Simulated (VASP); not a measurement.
# Si2Mo (I4/mmm) in VASP: settings compared

Aim: see how the results for Si2Mo move with the level of theory and the settings. Levels: PBE+D3(BJ), PBEsol, RPBE, revPBE. Tasks: single point.

All numbers are computed with VASP 6.6.1; they aren't measurements. Logs are shortened: lines on timing, memory, paths and dates and some standing lists are left out, and cuts for length are marked.

## (1) The cell of the first run

Symmetry: I4/mmm, No. 139, tetragonal system. Conventional cell: a = 3.200 Å, b = 3.200 Å, c = 7.861 Å, α = 90.00°, β = 90.00°, γ = 90.00°. Within 3.5 Å of Mo (site symmetry 4/mmm) lie 10 Si at 2.62 Å and 4 Mo at 3.20 Å. Si (site symmetry 4mm) has 9 Si at 2.61 to 3.20 Å and 5 Mo at 2.62 Å within 3.4 Å.

## (2) Single point, PBE+D3(BJ)

INCAR

```
SYSTEM = Si2Mo
ALGO = Normal
EDIFF = 1E-6
ENCUT = 520
GGA = PE
ISIF = 2
ISMEAR = 1
IVDW = 12
LASPH = .TRUE.
LCHARG = .FALSE.
LREAL = .FALSE.
LWAVE = .FALSE.
NBANDS = 18
NELM = 60
PREC = Accurate
SIGMA = 0.1
```

KPOINTS

```
k-points
0
G
  12 12 12
  0 0 0
```

POSCAR

```
Si2Mo
1.0
   -1.6000000000      1.6000000000      3.9305000000
    1.6000000000     -1.6000000000      3.9305000000
    1.6000000000      1.6000000000     -3.9305000000
Mo Si
1 2
Direct
    0.0000000000      0.0000000000      0.0000000000
    0.6670000000      0.6670000000      0.0000000000
    0.3330000000      0.3330000000      0.0000000000
```

Potentials or basis: VASP PAW PBE potentials, release 64 (Mo_sv, Si).

Started as:

```
cat potpaw_PBE.64/Mo_sv/POTCAR potpaw_PBE.64/Si/POTCAR > POTCAR
mpirun -np 1 vasp_std > vasp.out
```

OUTCAR:

```text
SYSTEM = Si2Mo
   EDIFF = 1E-6
   ENCUT = 520
   GGA = PE
   ISIF = 2
   ISMEAR = 1
   IVDW = 12
   LASPH = .TRUE.
   LREAL = .FALSE.
   NELM = 60
   PREC = Accurate
 IVDW          = 12

 ion  position               nearest neighbor table
   1  0.000  0.000  0.000-   2 2.62   3 2.62   2 2.62   3 2.62   2 2.62   3 2.62   3 2.62   2 2.62
                             2 2.62   3 2.62
   2  0.667  0.667  0.000-   3 2.61   3 2.61   3 2.61   3 2.61   1 2.62   1 2.62   1 2.62   1 2.62
                             1 2.62   3 2.63
   3  0.333  0.333  0.000-   2 2.61   2 2.61   2 2.61   2 2.61   1 2.62   1 2.62   1 2.62   1 2.62
                             1 2.62   2 2.63

  LATTYP: Found a body centered tetragonal cell.
 ALAT       =     3.2000000000
 C/A-ratio  =     2.4565625000

  Lattice vectors:

 A1 = (  -1.6000000000,   1.6000000000,   3.9305000000)
 A2 = (   1.6000000000,  -1.6000000000,   3.9305000000)
 A3 = (   1.6000000000,   1.6000000000,  -3.9305000000)

Analysis of symmetry for initial positions (statically):
=====================================================================
 Subroutine PRICEL returns:
 Original cell was already a primitive cell.

 Routine SETGRP: Setting up the symmetry group for a
 body centered tetragonal supercell.

 Subroutine GETGRP returns: Found 16 space group operations
 (whereof 16 operations were pure point group operations)
 out of a pool of 16 trial point group operations.

The static configuration has the point symmetry D_4h.

Analysis of symmetry for dynamics (positions and initial velocities):
=====================================================================
 Subroutine PRICEL returns:
 Original cell was already a primitive cell.

 Routine SETGRP: Setting up the symmetry group for a
 body centered tetragonal supercell.

 Subroutine GETGRP returns: Found 16 space group operations
 (whereof 16 operations were pure point group operations)
 out of a pool of 16 trial point group operations.

The dynamic configuration has the point symmetry D_4h.

 Subroutine INISYM returns: Found 16 space group operations
 (whereof 16 operations are pure point group operations),
 and found     1 'primitive' translations

----------------------------------------------------------------------------------------

                                     Primitive cell

  volume of cell :      40.2483

  direct lattice vectors                    reciprocal lattice vectors
    -1.600000000  1.600000000  3.930500000     0.000000000  0.312500000  0.127210279
     1.600000000 -1.600000000  3.930500000     0.312500000  0.000000000  0.127210279
     1.600000000  1.600000000 -3.930500000     0.312500000  0.312500000  0.000000000

  length of vectors
     4.535287229  4.535287229  4.535287229     0.337399918  0.337399918  0.441941738

  position of ions in fractional coordinates (direct lattice)
     0.000000000  0.000000000  0.000000000
     0.667000000  0.667000000  0.000000000
     0.333000000  0.333000000  0.000000000

  ion indices of the primitive-cell ions
   primitive index   ion index
                 1           1
                 2           2
                 3           3

----------------------------------------------------------------------------------------

 KPOINTS: k-points

Automatic generation of k-mesh.
 Grid dimensions read from file:
 generate k-points for:   12   12   12

 Generating k-lattice:

  Cartesian coordinates                     Fractional coordinates (reciprocal lattice)
     0.000000000  0.026041667  0.010600857     0.083333333  0.000000000 -0.000000000
     0.026041667  0.000000000  0.010600857     0.000000000  0.083333333 -0.000000000
     0.026041667  0.026041667  0.000000000     0.000000000  0.000000000  0.083333333

  Length of vectors
     0.028116660  0.028116660  0.036828478

  Shift w.r.t. Gamma in fractional coordinates (k-lattice)
     0.000000000  0.000000000  0.000000000

 Subroutine IBZKPT returns following result:
 ===========================================

 Found    163 irreducible k-points:

 Following reciprocal coordinates:
            Coordinates               Weight
  0.000000  0.000000  0.000000      1.000000
  0.083333 -0.000000  0.000000      8.000000
  0.166667 -0.000000  0.000000      8.000000
  0.250000 -0.000000  0.000000      8.000000
  0.333333 -0.000000  0.000000      8.000000
  0.416667  0.000000  0.000000      8.000000
[... 16 lines left out ...]
  0.500000  0.166667  0.000000     16.000000
 -0.416667  0.166667  0.000000     16.000000
 [... further k-points ...]
   k-points           NKPTS =    163   k-points in BZ     NKDIM =    163   number of bands    NBANDS=     18
   number of dos      NEDOS =    301   number of ions     NIONS =      3
   total plane-waves  NPLWV =  46656
   dimension x,y,z NGX =    36 NGY =   36 NGZ =   36
   dimension x,y,z NGXF=    72 NGYF=   72 NGZF=   72
   ions per type =               1   2
[... 105 lines left out ...]
  band No.  band energies     occupation
      1     -48.4585      2.00000
      2     -22.6623      2.00000
      3     -22.6203      2.00000
      4     -22.5212      2.00000
      5      -0.0952      2.00000
      6       5.5313      2.00000
[... 10 lines left out ...]
     17      19.1635      0.00000
     18      21.1868      0.00000

 k-point     5 :       0.3333   -0.0000    0.0000
  band No.  band energies     occupation
      1     -48.4539      2.00000
      2     -22.7256      2.00000
      3     -22.6154      2.00000
      4     -22.5152      2.00000
      5       0.6981      2.00000
      6       4.7518      2.00000
[... 10 lines left out ...]
     17      19.1922      0.00000
     18      21.4198      0.00000

 k-point     6 :       0.4167    0.0000    0.0000
  band No.  band energies     occupation
      1     -48.4505      2.00000
      2     -22.7715      2.00000
      3     -22.6117      2.00000
      4     -22.5108      2.00000
      5       1.6444      2.00000
      6       3.7572      2.00000
[... 10 lines left out ...]
     17      18.7112      0.00000
     18      20.0216      0.00000

 k-point     7 :       0.5000   -0.0000    0.0000
  band No.  band energies     occupation
      1     -48.4493      2.00000
      2     -22.7883      2.00000
      3     -22.6104      2.00000
      4     -22.5092      2.00000
      5       2.6296      2.00000
      6       2.7501      2.00000
[... 10 lines left out ...]
     17      18.5331      0.00000
     18      19.2656      0.00000

 k-point     8 :       0.0833    0.0833    0.0000
  band No.  band energies     occupation
      1     -48.4653      2.00000
      2     -22.6284      2.00000
      3     -22.5502      2.00000
      4     -22.5479      2.00000
      5      -0.9037      2.00000
      6       5.7677      2.00000
[... 10 lines left out ...]
     17      18.0830      0.00000
     18      18.2125      0.00000
[... 229 lines left out ...]
     17      19.0257      0.00000
     18      20.1235      0.00000

 k-point    20 :       0.2500    0.1667    0.0000
  band No.  band energies     occupation
      1     -48.4540      2.00000
      2     -22.6548      2.00000
      3     -22.6169      2.00000
      4     -22.5839      2.00000
      5       0.5291      2.00000
      6       5.0695      2.00000
[... 10 lines left out ...]
     17      19.1395      0.00000
     18      20.8055      0.00000

 k-point    21 :       0.3333    0.1667    0.0000
  band No.  band energies     occupation
      1     -48.4494      2.00000
      2     -22.7169      2.00000
      3     -22.6112      2.00000
      4     -22.5770      2.00000
      5       1.3138      2.00000
      6       4.5666      2.00000
[... 10 lines left out ...]
     17      19.7969      0.00000
     18      20.7647      0.00000

 k-point    22 :       0.4167    0.1667    0.0000
  band No.  band energies     occupation
      1     -48.4461      2.00000
      2     -22.7620      2.00000
      3     -22.6062      2.00000
      4     -22.5719      2.00000
      5       2.2221      2.00000
      6       3.7381      2.00000
[... 10 lines left out ...]
     17      19.6487      0.00000
     18      21.1539      0.00000

 k-point    23 :       0.5000    0.1667    0.0000
  band No.  band energies     occupation
      1     -48.4449      2.00000
      2     -22.7784      2.00000
      3     -22.6035      2.00000
      4     -22.5699      2.00000
      5       2.7280      2.00000
      6       3.2276      2.00000
[... 10 lines left out ...]
     17      19.8086      0.00000
     18      21.0255      0.00000

 k-point    24 :      -0.4167    0.1667    0.0000
  band No.  band energies     occupation
      1     -48.4461      2.00000
      2     -22.7618      2.00000
      3     -22.6037      2.00000
      4     -22.5717      2.00000
      5       1.7499      2.00000
      6       4.2599      2.00000
[... 10 lines left out ...]
     17      19.5929      0.00000
     18      20.4377      0.00000

 [... further k-points ...]

------------------------ aborting loop because EDIFF is reached ----------------------------------------

 Edisp (eV)   -1.72848

 E8    (eV) :    -0.7515

  FORCE on cell =-STRESS in cart. coord.  units (eV):
  Direction    XX          YY          ZZ          XY          YZ          ZX
  --------------------------------------------------------------------------------------
  -------------------------------------------------------------------------------------
  Total      -1.08179    -1.08179    -1.39739     0.00000     0.00000     0.00000
  in kB     -43.06299   -43.06299   -55.62639     0.00000     0.00000     0.00000
  external pressure =      -47.25 kB  Pullay stress =        0.00 kB

 VOLUME and BASIS-vectors are now :
 -----------------------------------------------------------------------------
  energy-cutoff  :      520.00
  volume of cell :       40.25
      direct lattice vectors                 reciprocal lattice vectors
    -1.600000000  1.600000000  3.930500000     0.000000000  0.312500000  0.127210279
     1.600000000 -1.600000000  3.930500000     0.312500000  0.000000000  0.127210279
     1.600000000  1.600000000 -3.930500000     0.312500000  0.312500000  0.000000000

 POSITION                                       TOTAL-FORCE (eV/Angst)
 -----------------------------------------------------------------------------------
      0.00000      0.00000      0.00000         0.000000      0.000000      0.000000
      0.00000      0.00000      5.24329         0.000000      0.000000     -0.274787
      0.00000      0.00000      2.61771        -0.000000     -0.000000      0.274787
 -----------------------------------------------------------------------------------
    total drift:                                0.000000      0.000000     -0.000000

  FREE ENERGIE OF THE ION-ELECTRON SYSTEM (eV)
  ---------------------------------------------------
  free  energy   TOTEN  =       -24.9806920399 eV

  energy  without entropy=      -24.9807587134  energy(sigma->0) =      -24.98071426
```

It took 79 s on 1 thread of Intel Xeon Platinum 8488C (Sapphire Rapids), shared host; peak memory 0.27 GiB.

Results:

```yaml
Free_energy: -24.9807 eV
Pressure: -4.7 GPa
Largest_force: 0.275 eV/Å
Band_gap_on_the_k_mesh: zero (band 11 reaches 12.78 eV, above the bottom of band 12 at 11.74 eV)
Dispersion_energy_per_atom: -0.576 eV
```

Forces in eV/Å, atoms in the order of the input:
```
Mo   0.000  0.000  0.000
Si   0.000  0.000 -0.275
Si   0.000  0.000  0.275
```

Stress tensor (GPa, compression positive):
```
-4.31  0.00  0.00
 0.00 -4.31  0.00
 0.00  0.00 -5.56
```

Caveat: pairwise dispersion overbinds metals, which lowers pressure and volume.

## (3) Single point, PBEsol

This run uses another cell than the first one, of 13.27 Å³/atom, 0.989 times its volume.

INCAR

```
ALGO = Normal ; EDIFF = 1E-6
ENCUT = 520 ; GGA = PS
ISIF = 2 ; ISMEAR = -1
LASPH = True ; LCHARG = True
LELF = True ; LREAL = False
LVHAR = True ; LWAVE = False
NBANDS = 18 ; NELM = 80
PREC = Accurate ; SIGMA = 0.05
```

KPOINTS

```
k-points
0
Gamma
  12 12 12
```

POSCAR

```
Si2Mo
1.0
   -1.5949857984      1.5949857984      3.9109807023
    1.5949857984     -1.5949857984      3.9109807023
    1.5949857984      1.5949857984     -3.9109807023
Mo Si
1 2
Direct
    0.0000000000      0.0000000000      0.0000000000
    0.6649529396      0.6649529396      0.0000000000
    0.3350470604      0.3350470604      0.0000000000
```

Potentials or basis: VASP PAW PBE potentials, release 64 (Mo_sv, Si).

Started as:

```
cat potpaw_PBE.64/Mo_sv/POTCAR potpaw_PBE.64/Si/POTCAR > POTCAR
mpirun -np 1 vasp_std > vasp.out
```

Run time: 88 s. Hardware: 1 thread of Intel Xeon 6975P-C (Granite Rapids), shared host; peak memory 0.27 GiB.

Results (log left out):

```
Free energy            : -25.0798 eV
Pressure               : 0.4 GPa
Largest force          : 0.004 eV/Å
Band gap on the k mesh : zero (band 11 reaches 12.82 eV, above the bottom of band 12 at 11.88 eV)
```

Forces in eV/Å, atoms in the order of the input:
```
Mo   0.000  0.000  0.000
Si   0.000  0.000  0.004
Si   0.000  0.000 -0.004
```

Levels at points of the mesh, in eV from the Fermi level:
```
           k point  band 9  band 10  band 11  band 12  band 13  band 14
(0.00, 0.00, 0.00)   -2.63    -2.63     0.39     3.14     3.24     3.57
(0.50, 0.00, 0.00)   -2.62    -2.60    -0.51     2.30     3.14     4.16
(0.50, 0.50, 0.00)   -4.47    -3.10    -1.21     2.35     2.78     3.19
(0.50, 0.50, 0.50)   -0.58    -0.58    -0.45    -0.45     0.53     4.78
```

Caveat: the PAW data sets were made with another functional, which shifts forces and pressure a little.

## (4) Single point, RPBE

INCAR

```
ALGO = Normal
EDIFF = 1E-6
ENCUT = 520
GGA = RP
ISIF = 2
ISMEAR = -1
LASPH = True
LCHARG = False
LREAL = False
LWAVE = False
NBANDS = 18
NELM = 100
PREC = Accurate
SIGMA = 0.05
```

KPOINTS is that of step 3.

POSCAR

```
Si2Mo
1.0
   -1.6000000000      1.6000000000      3.9305000000
    1.6000000000     -1.6000000000      3.9305000000
    1.6000000000      1.6000000000     -3.9305000000
Mo Si
1 2
Direct
    0.0000000000      0.0000000000      0.0000000000
    0.6670000000      0.6670000000      0.0000000000
    0.3330000000      0.3330000000      0.0000000000
```

Started as:

```
cat potpaw_PBE.64/Mo_sv/POTCAR potpaw_PBE.64/Si/POTCAR > POTCAR
mpirun -np 1 vasp_std > vasp.out
```

It took 75 s on 1 thread of Intel Xeon 6975P-C (Granite Rapids), shared host; peak memory 0.27 GiB.

The run converged. Its results:

- Free energy: -22.0634 eV
- Pressure: 4.7 GPa
- Largest force: 0.244 eV/Å
- Band gap on the k mesh: zero (band 11 reaches 12.86 eV, above the bottom of band 12 at 11.83 eV)

Forces on the atoms (eV/Å):
```
Mo   0.000  0.000  0.000
Si   0.000  0.000 -0.244
Si   0.000  0.000  0.244
```

Stress tensor (GPa, compression positive):
```
5.07 0.00 0.00
0.00 5.07 0.00
0.00 0.00 4.04
```

Levels at points of the mesh, in eV from the Fermi level:
```csv
k point,band 9,band 10,band 11,band 12,band 13,band 14
"(0.00, 0.00, 0.00)",-2.66,-2.66,0.40,3.05,3.11,3.63
"(0.50, 0.00, 0.00)",-2.62,-2.52,-0.53,2.27,3.02,4.06
"(0.50, 0.50, 0.00)",-4.50,-3.07,-1.15,2.33,2.72,3.02
"(0.50, 0.50, 0.50)",-0.59,-0.59,-0.53,-0.53,0.54,4.64
```

Caveat: the PAW data sets were made with another functional, which shifts forces and pressure a little.

## (5) Single point, revPBE

INCAR

```
SYSTEM = Si2Mo
ALGO = Normal
EDIFF = 1E-6
ENCUT = 520
GGA = RE
ISIF = 2
ISMEAR = -1
LASPH = .True.
LCHARG = .False.
LREAL = .False.
LWAVE = .False.
NBANDS = 18
NELM = 80
PREC = Accurate
SIGMA = 0.05
```

KPOINTS

```
k-points
0
Gamma
  12 12 12
  0 0 0
```

POSCAR is that of step 4.

Started as:

```
cat potpaw_PBE.64/Mo_sv/POTCAR potpaw_PBE.64/Si/POTCAR > POTCAR
mpirun -np 1 vasp_std > vasp.out
```

Run time: 82 s. Hardware: 1 thread of Intel Xeon 6975P-C (Granite Rapids), shared host; peak memory 0.27 GiB.

The run converged. Its results:

```yaml
Free_energy: -22.3206 eV
Pressure: 4.1 GPa
Largest_force: 0.253 eV/Å
Band_gap_on_the_k_mesh: zero (band 11 reaches 12.84 eV, above the bottom of band 12 at 11.81 eV)
```

Forces in eV/Å, atoms in the order of the input:
```
Mo   0.000  0.000  0.000
Si   0.000  0.000 -0.253
Si   0.000  0.000  0.253
```

Stress tensor (GPa, compression positive):
```
4.46 0.00 0.00
0.00 4.46 0.00
0.00 0.00 3.39
```

Levels at points of the mesh, in eV from the Fermi level:
```tsv
k point	band 7	band 8	band 9	band 10	band 11	band 12	band 13	band 14	band 15	band 16
(0.00, 0.00, 0.00)	-3.45	-3.02	-2.66	-2.66	0.40	3.06	3.10	3.63	3.63	4.06
(0.50, 0.00, 0.00)	-4.91	-4.49	-2.62	-2.52	-0.53	2.27	3.02	4.05	4.26	5.45
(0.50, 0.50, 0.00)	-5.72	-5.26	-4.50	-3.07	-1.15	2.33	2.72	3.02	3.23	4.78
(0.50, 0.50, 0.50)	-3.51	-2.29	-0.59	-0.59	-0.53	-0.53	0.54	4.64	5.22	5.86
```

Caveat: the PAW data sets were made with another functional, which shifts forces and pressure a little.

## (6) Summary

| level | cell | smearing | gap on the mesh (eV) | pressure (GPa) | largest force (eV/Å) |
| --- | --- | --- | --- | --- | --- |
| PBE+D3(BJ) | a = 4.535 Å, angles 138.7, 138.7, 59.9°, 3 atoms | methfessel-paxton 0.1 eV | none | -4.7 | 0.27 |
| PBEsol | a = 4.515 Å, angles 138.6, 138.6, 59.9°, 3 atoms | fermi-dirac 0.05 eV | none | 0.4 | - |
| RPBE | a = 4.535 Å, angles 138.7, 138.7, 59.9°, 3 atoms | fermi-dirac 0.05 eV | none | 4.7 | 0.24 |
| revPBE | a = 4.535 Å, angles 138.7, 138.7, 59.9°, 3 atoms | fermi-dirac 0.05 eV | none | 4.1 | 0.25 |

Alike in all rows: task single point; potentials or basis VASP PAW PBE potentials, release 64 (Mo_sv, Si); no spin polarisation; k mesh 12 × 12 × 12; cutoff (eV) 520.

Every run on the cell as given and a fine mesh finds a metal. The pressure there spans -4.7 GPa (PBE+D3(BJ)) to 4.7 GPa (RPBE); a positive pressure means that this level wants a larger cell, a negative one a smaller.

Caveats: the PAW data sets were made with another functional, which shifts forces and pressure a little (some runs); pairwise dispersion overbinds metals, which lowers pressure and volume (some runs).

Total energies depend on the potentials used, so only differences within one code and one set of settings carry meaning.
